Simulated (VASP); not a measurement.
# Sr4TmSi (Cmmm) in VASP: relaxation of cell and atoms with PBE

Aim: the relaxation of cell and atoms of Sr4TmSi with PBE.

Program: VASP 6.6.1. These are calculated values, not measurements. Logs are shortened: lines on timing, memory, paths and dates and some standing lists are left out, and cuts for length are marked.

### 1 The cell of the first run

Symmetry: Cmmm, No. 65, orthorhombic system. The conventional cell has a = 11.821 Å, b = 12.504 Å, c = 3.941 Å, α = 90.00°, β = 90.00°, γ = 90.00°. Within 4.1 Å of Sr (site symmetry 2mm) lie 2 Si at 3.09 Å and 1 Tm at 3.53 Å and 2 Sr at 3.94 Å. Sr (site symmetry m2m) has 1 Si at 3.09 Å and 2 Tm at 3.73 Å and 2 Sr at 3.94 Å within 4.1 Å. Tm (site symmetry mmm) has 6 Sr at 3.53 to 3.73 Å and 2 Tm at 3.94 Å within 4.6 Å. Within 4.1 Å of Si (site symmetry mmm) lie 6 Sr at 3.09 Å and 2 Si at 3.94 Å.

The cell was generated, and may not be a known phase.

### 2 Relaxation of cell and atoms, PBE

INCAR

```
PREC = Accurate
ENCUT = 500
EDIFF = 1E-7
ISMEAR = 0
SIGMA = 0.1
LREAL = False
LASPH = True
NELM = 200
ALGO = Normal
ISIF = 3
LWAVE = False
LCHARG = False
GGA = PE
IBRION = 2
NSW = 100
EDIFFG = -0.01
GGA_COMPAT = False
NELMIN = 4
LMAXMIX = 6
```

KPOINTS

```
Automatic mesh
0
Gamma
  4 4 8
```

POSCAR

```
Sr4TmSi
1.0
    5.9104462785     -6.2519259822      0.0000000000
    5.9104462785      6.2519259822      0.0000000000
    0.0000000000      0.0000000000      3.9413864357
Sr Tm Si
4 1 1
Direct
    0.7013723127      0.7013723127      0.0000000000
    0.7470751824      0.2529248176      0.5000000000
    0.2529248176      0.7470751824      0.5000000000
    0.2986276873      0.2986276873      0.0000000000
    0.0000000000      0.0000000000      0.0000000000
    0.5000000000      0.5000000000      0.5000000000
```

Potentials or basis: VASP PAW PBE potentials, release 64 (Sr_sv, Tm_3, Si), 4f in core.

Command:

```
$ cat potpaw_PBE.64/Sr_sv/POTCAR potpaw_PBE.64/Tm_3/POTCAR potpaw_PBE.64/Si/POTCAR > POTCAR
$ mpirun -np 1 vasp_std > vasp.out
```

OUTCAR:

```text
PREC = Accurate
   ENCUT = 500
   EDIFF = 1E-7
   ISMEAR = 0
   LREAL = False
   LASPH = True
   NELM = 200
   ISIF = 3
   GGA = PE
   IBRION = 2
   NSW = 100
   EDIFFG = -0.01
   NELMIN = 4

 ion  position               nearest neighbor table
   1  0.701  0.701  0.000-   6 3.09   6 3.09   5 3.53   3 4.37   2 4.37   3 4.37   2 4.37   4 4.76

   2  0.747  0.253  0.500-   6 3.09   5 3.73   5 3.73   4 4.37   1 4.37   4 4.37   1 4.37
   3  0.253  0.747  0.500-   6 3.09   5 3.73   5 3.73   4 4.37   1 4.37   4 4.37   1 4.37
   4  0.299  0.299  0.000-   6 3.09   6 3.09   5 3.53   3 4.37   2 4.37   3 4.37   2 4.37   1 4.76

   5  0.000  0.000  0.000-   1 3.53   4 3.53   3 3.73   2 3.73   2 3.73   3 3.73
   6  0.500  0.500  0.500-   2 3.09   3 3.09   1 3.09   4 3.09   1 3.09   4 3.09

  LATTYP: Found a base centered orthorhombic cell.
 ALAT       =    11.8208925570
 B/A-ratio  =     1.0577756209
 C/A-ratio  =     0.3334254513

  Lattice vectors:

 A1 = (   5.9104462785,  -6.2519259822,   0.0000000000)
 A2 = (   5.9104462785,   6.2519259822,   0.0000000000)
 A3 = (   0.0000000000,   0.0000000000,   3.9413864357)

Analysis of symmetry for initial positions (statically):
=====================================================================
 Subroutine PRICEL returns:
 Original cell was already a primitive cell.

 Routine SETGRP: Setting up the symmetry group for a
 base centered orthorhombic supercell.

 Subroutine GETGRP returns: Found  8 space group operations
 (whereof  8 operations were pure point group operations)
 out of a pool of  8 trial point group operations.

The static configuration has the point symmetry D_2h.

Analysis of symmetry for dynamics (positions and initial velocities):
=====================================================================
 Subroutine PRICEL returns:
 Original cell was already a primitive cell.

 Routine SETGRP: Setting up the symmetry group for a
 base centered orthorhombic supercell.

 Subroutine GETGRP returns: Found  8 space group operations
 (whereof  8 operations were pure point group operations)
 out of a pool of  8 trial point group operations.

The dynamic configuration has the point symmetry D_2h.

 Subroutine INISYM returns: Found  8 space group operations
 (whereof  8 operations are pure point group operations),
 and found     1 'primitive' translations

----------------------------------------------------------------------------------------

                                     Primitive cell

  volume of cell :     291.2816

  direct lattice vectors                    reciprocal lattice vectors
     5.910446279 -6.251925982  0.000000000     0.084595981 -0.079975355  0.000000000
     5.910446279  6.251925982  0.000000000     0.084595981  0.079975355  0.000000000
     0.000000000  0.000000000  3.941386436     0.000000000  0.000000000  0.253717827

  length of vectors
     8.603484974  8.603484974  3.941386436     0.116415366  0.116415366  0.253717827

  position of ions in fractional coordinates (direct lattice)
     0.701372313  0.701372313  0.000000000
     0.747075182  0.252924818  0.500000000
     0.252924818  0.747075182  0.500000000
     0.298627687  0.298627687  0.000000000
     0.000000000  0.000000000  0.000000000
     0.500000000  0.500000000  0.500000000

  ion indices of the primitive-cell ions
   primitive index   ion index
                 1           1
                 2           2
                 3           3
                 4           4
                 5           5
                 6           6

----------------------------------------------------------------------------------------

 KPOINTS: Automatic mesh

Automatic generation of k-mesh.
 Grid dimensions read from file:
 generate k-points for:    4    4    8

 Generating k-lattice:

  Cartesian coordinates                     Fractional coordinates (reciprocal lattice)
     0.021148995 -0.019993839  0.000000000     0.250000000  0.000000000  0.000000000
     0.021148995  0.019993839  0.000000000     0.000000000  0.250000000  0.000000000
     0.000000000  0.000000000  0.031714728     0.000000000  0.000000000  0.125000000

  Length of vectors
     0.029103841  0.029103841  0.031714728

  Shift w.r.t. Gamma in fractional coordinates (k-lattice)
     0.000000000  0.000000000  0.000000000

 Subroutine IBZKPT returns following result:
 ===========================================

 Found     35 irreducible k-points:

 Following reciprocal coordinates:
            Coordinates               Weight
  0.000000  0.000000  0.000000      1.000000
  0.250000 -0.000000  0.000000      4.000000
  0.500000 -0.000000  0.000000      2.000000
  0.250000  0.250000  0.000000      2.000000
  0.500000  0.250000  0.000000      4.000000
 -0.250000  0.250000  0.000000      2.000000
[... 16 lines left out ...]
  0.250000 -0.000000  0.375000      8.000000
  0.500000 -0.000000  0.375000      4.000000
 [... further k-points ...]
   k-points           NKPTS =     35   k-points in BZ     NKDIM =     35   number of bands    NBANDS=     31
   number of dos      NEDOS =    301   number of ions     NIONS =      6
   total plane-waves  NPLWV = 122880
   dimension x,y,z NGX =    64 NGY =   64 NGZ =   30
   dimension x,y,z NGXF=   128 NGYF=  128 NGZF=   60
   ions per type =               4   1   1
   NGX,Y,Z   is equivalent  to a cutoff of  12.37, 12.37, 12.65 a.u.
   NGXF,Y,Z  is equivalent  to a cutoff of  24.73, 24.73, 25.31 a.u.
 SYSTEM =  unknown system
   PREC   = accura    normal or accurate (medium, high low for compatibility)
   ISTART =      0    job   : 0-new  1-cont  2-samecut
   ICHARG =      2    charge: 1-file 2-atom 10-const
   ISPIN  =      1    spin polarized calculation?
   LNONCOLLINEAR =      F non collinear calculations
   LSORBIT =      F    spin-orbit coupling
   LASPH  =      T    aspherical Exc in radial PAW
   ENCUT  =  500.0 eV  36.75 Ry    6.06 a.u.  15.69 15.69  7.19*2*pi/ulx,y,z
   NELM   =    200;   NELMIN=  4; NELMDL= -5     # of ELM steps
   EDIFF  = 0.1E-06   stopping-criterion for ELM
   LREAL  =      F    real-space projection
   EDIFFG = -.1E-01   stopping-criterion for IOM
   NSW    =    100    number of steps for IOM
   IBRION =      2    ionic relax: 0-MD 1-quasi-New 2-CG
   NFREE  =      1    steps in history (QN), initial steepest desc. (CG)
   ISIF   =      3    stress and relaxation
   ISYM   =      2    0-nonsym 1-usesym 2-fastsym
   POTIM  = 0.5000    time-step for ionic-motion
   TEBEG  =    0.0;   TEEND  =   0.0 temperature during run
   PSTRESS=    0.0 pullay stress
   NELECT =      53.0000    total number of electrons
   NUPDOWN=      -1.0000    fix difference up-down
   EMIN   =  10.00;   EMAX   =-10.00  energy-range for DOS
   EFERMI =   0.00;   METHOD = LEGACY
   ISMEAR =     0;   SIGMA  =   0.10  broadening in eV -4-tet -1-fermi 0-gaus
   EFERMI_NEDOS =   21; number of points for ismear=-14 and -15
   IALGO  =     38    algorithm
   IMIX   =      4    mixing-type and parameters
     AMIX     =   0.40;   BMIX     =  1.00
     AMIX_MAG =   1.60;   BMIX_MAG =  1.00
  volume/ion in A,a.u.               =      48.55       327.61
  Fermi-wavevector in a.u.,A,eV,Ry     =   0.927675  1.753051 11.708908  0.860580
  Thomas-Fermi vector in A             =   2.053770
   LORBIT       =      0    0 simple, 1 ext, 2 COOP (PROOUT), +10 PAW based schemes
   GGA     = PE    functional components
   LHFCALC =     F    Hartree Fock is set to
   AEXX    =    0.0000 exact exchange contribution
   IVDW    =     0    specifies the selected vdW correction
   LEPSILON=     F    determine dielectric tensor
   LRPA    =     F    only Hartree local field effects (RPA)
 conjugate gradient relaxation of ions
 non-spin polarized calculation
 Gauss-broadening in eV      SIGMA  =   0.10
  energy-cutoff  :      500.00
  volume of cell :      291.28
 maximum number of plane-waves:      7428
 NGX is ok and might be reduce to    64
   NGX = 31   NGY = 31   NGZ = 15

--------------------------------------- Ionic step        1  -------------------------------------------

 number of electron      53.0000001 magnetization

 Free energy of the ion-electron system (eV)
  ---------------------------------------------------
  ext. energy  EPLUGINS =         0.00000000
  ---------------------------------------------------
  free energy    TOTEN  =       -14.91033592 eV

  energy without entropy =      -14.86258785  energy(sigma->0) =      -14.88646189

------------------------ aborting loop because EDIFF is reached ----------------------------------------

  FORCE on cell =-STRESS in cart. coord.  units (eV):
  Direction    XX          YY          ZZ          XY          YZ          ZX
  --------------------------------------------------------------------------------------
  -------------------------------------------------------------------------------------
  Total        0.0411415      0.4853772     -0.0418450      0.0000000      0.0000000      0.0000000
  in kB        0.2262966      2.6697883     -0.2301657      0.0000000      0.0000000      0.0000000
  external PRESSURE =       0.8886397 kB  Pullay stress =       0.0000000 kB
[... 101 lines left out ...]
  FREE ENERGIE OF THE ION-ELECTRON SYSTEM (eV)
  ---------------------------------------------------
  free  energy   TOTEN  =       -14.9130473166 eV

  energy  without entropy=      -14.8664349301  energy(sigma->0) =      -14.88974112

[... ionic steps 4 to 7 ...]

--------------------------------------- Ionic step        8  -------------------------------------------

 number of electron      53.0000002 magnetization

------------------------ aborting loop because EDIFF is reached ----------------------------------------

  FORCE on cell =-STRESS in cart. coord.  units (eV):
  Direction    XX          YY          ZZ          XY          YZ          ZX
  --------------------------------------------------------------------------------------
  -------------------------------------------------------------------------------------
  Total       -0.0618480      0.0096735      0.0173229      0.0000000      0.0000000      0.0000000
  in kB       -0.3389818      0.0530196      0.0949446      0.0000000      0.0000000      0.0000000
  external PRESSURE =      -0.0636725 kB  Pullay stress =       0.0000000 kB
[... 65 lines left out ...]
  energy  without entropy=      -14.8679745269  energy(sigma->0) =      -14.89092231

--------------------------------------- Ionic step       10  -------------------------------------------

 number of electron      53.0000001 magnetization

 Free energy of the ion-electron system (eV)
  ---------------------------------------------------
  ext. energy  EPLUGINS =         0.00000000
  ---------------------------------------------------
  free energy    TOTEN  =       -14.91394440 eV

  energy without entropy =      -14.86804195  energy(sigma->0) =      -14.89099317

 E-fermi :   1.4795     XC(G=0):  -7.4408

 val. band max:        1.4776870660   @ k =   0.5000   0.5000   0.0000
 cond. band min:       1.4795221354   @ k =  -0.2500   0.2500   0.0000
 fundamental gap:      0.0018350694
 Fermi energy:         1.4794994243

 k-point     1 :       0.0000    0.0000    0.0000
  band No.  band energies     occupation
      1     -34.8070      2.00000
      2     -34.8069      2.00000
      3     -34.6453      2.00000
      4     -34.6448      2.00000
      5     -25.1246      2.00000
      6     -25.0405      2.00000
[... 805 lines left out ...]
     30       2.1126      0.00000
     31       2.3842      0.00000

 [... further k-points ...]
[... 5 lines left out ...]
  --------------------------------------------------------------------------------------
  -------------------------------------------------------------------------------------
  Total       -0.0271701     -0.0002526     -0.0069218     -0.0000000      0.0000000      0.0000000
  in kB       -0.1489693     -0.0013851     -0.0379512     -0.0000000      0.0000000      0.0000000
  external PRESSURE =      -0.0627686 kB  Pullay stress =       0.0000000 kB
[... 21 lines left out ...]
  FREE ENERGIE OF THE ION-ELECTRON SYSTEM (eV)
  ---------------------------------------------------
  free  energy   TOTEN  =       -14.9139443958 eV

  energy  without entropy=      -14.8680419488  energy(sigma->0) =      -14.89099317

 reached required accuracy - stopping structural energy minimisation
```

It took 19 min on 1 thread of Intel Xeon 6975P-C (Granite Rapids), shared host; peak memory 0.55 GiB.

Results:

| Property | Result |
| --- | --- |
| Free energy | -14.9139 eV |
| Relaxed volume | 48.70 Å³/atom |
| Relaxed cell | a = 8.643 Å, b = 8.643 Å, c = 3.919 Å, α = 90.00°, β = 90.00°, γ = 93.49° |
| Space group after relaxing (to 0.1 Å) | Cmmm (No. 65) |
| Energy gained by relaxing | 0.6 meV/atom |
| Ionic steps | 10 |
| Pressure after relaxing | 0.0 GPa |
| Largest force after relaxing | 0.010 eV/Å |
| Band gap on the k mesh | zero (an odd number of electrons rules out a gap without spin polarisation) |

Forces on the atoms (eV/Å):
```
Sr   0.010  0.000  0.000
Sr   0.000  0.003  0.000
Sr   0.000 -0.003  0.000
Sr  -0.010  0.000  0.000
Tm   0.000  0.000  0.000
Si   0.000  0.000  0.000
```

Step by step:
```
step  energy change (eV)  largest force (eV/Å)  pressure (GPa)  volume (Å³)
   1              0.0000                0.0914            0.09       291.28
   2             -0.0020                0.0609            0.02       292.42
   3             -0.0027                0.0288           -0.06       293.70
   4             -0.0027                0.0312           -0.05       293.59
   5             -0.0031                0.0230           -0.02       293.00
   6             -0.0033                0.0294            0.02       292.28
   7             -0.0035                0.0238            0.01       292.30
   8             -0.0035                0.0166           -0.01       292.32
   9             -0.0035                0.0173            0.00       292.32
  10             -0.0036                0.0099           -0.01       292.22
```

Final structure:
```yaml
crystal:
  lattice:
    - [5.92281, -6.29477, 0.00000]
    - [5.92281, 6.29477, 0.00000]
    - [0.00000, 0.00000, 3.91893]
  atoms:
    - { symbol: Sr, position: [0.70188, 0.70188, 0.00000] }
    - { symbol: Sr, position: [0.74873, 0.25127, 0.50000] }
    - { symbol: Sr, position: [0.25127, 0.74873, 0.50000] }
    - { symbol: Sr, position: [0.29812, 0.29812, 0.00000] }
    - { symbol: Tm, position: [0.00000, 0.00000, 0.00000] }
    - { symbol: Si, position: [0.50000, 0.50000, 0.50000] }
```

Levels at points of the mesh, in eV from the Fermi level:
```csv
k point,band 23,band 24,band 25,band 26,band 27,band 28,band 29,band 30
"(0.00, 0.00, 0.00)",-2.27,-1.05,-0.57,-0.29,-0.22,0.25,0.51,0.74
"(0.50, 0.00, 0.00)",-1.68,-1.60,-0.73,-0.55,-0.12,0.49,0.77,0.79
"(0.50, 0.50, 0.00)",-2.38,-0.74,-0.68,-0.29,0.00,0.23,0.66,0.83
"(0.00, 0.00, 0.50)",-1.13,-1.12,-0.42,-0.31,0.08,0.20,0.65,0.75
"(0.50, 0.00, 0.50)",-1.25,-1.12,-0.37,-0.17,0.04,0.25,0.47,0.50
"(0.50, 0.50, 0.50)",-1.18,-1.02,-0.29,-0.13,-0.03,0.36,0.47,0.50
```

Caveat: spin-orbit coupling is left out, which moves the levels of the heavy elements; the 4f electrons are frozen in the core, so they carry no moment and show no levels. Spin polarisation is off, so any magnetic state and its effect on volume and gap are missing.
